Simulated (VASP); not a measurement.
Ta, 1 atom in the cell. It takes space group Im-3m (No. 229, cubic). The conventional cell has a = 3.303 Å, b = 3.303 Å, c = 3.303 Å, α = 90.00°, β = 90.00°, γ = 90.00°. Within 3.8 Å of Ta (site symmetry m-3m) lie 14 Ta at 2.86 to 3.30 Å. 

```yaml
Program: VASP 6.6.1
Task: relaxation of cell and atoms
Functional: RPBE
Dispersion: D3(BJ)
Potentials_or_basis: VASP PAW PBE potentials, release 64 (Ta_pv)
Cutoff: 600 eV
k_mesh: 11 × 11 × 11
Occupations: fermi-dirac, width 0.05 eV
Spin: no spin polarisation
Dipole_correction: no
Further_INCAR_settings: ALGO = Normal; EDIFF = 1e-07; IBRION = 2; EDIFFG = -0.005; NSW = 80; ISIF = 3
```

Potentials or basis: VASP PAW PBE potentials, release 64 (Ta_pv).

Command:

```console
$ cat potpaw_PBE.64/Ta_pv/POTCAR > POTCAR
$ mpirun -np 1 vasp_std > vasp.out
```

Hardware: 1 thread of Intel(R) Xeon(R) Platinum 8488C (Sapphire Rapids), on a shared host.

Task: Estimate the wall time of this run.

Result: Wall time 28 s on 1 thread of Intel(R) Xeon(R) Platinum 8488C (Sapphire Rapids), on a shared host, peak memory 0.17 GiB. Counts: scf iterations 45, k points 56, ion steps 5.
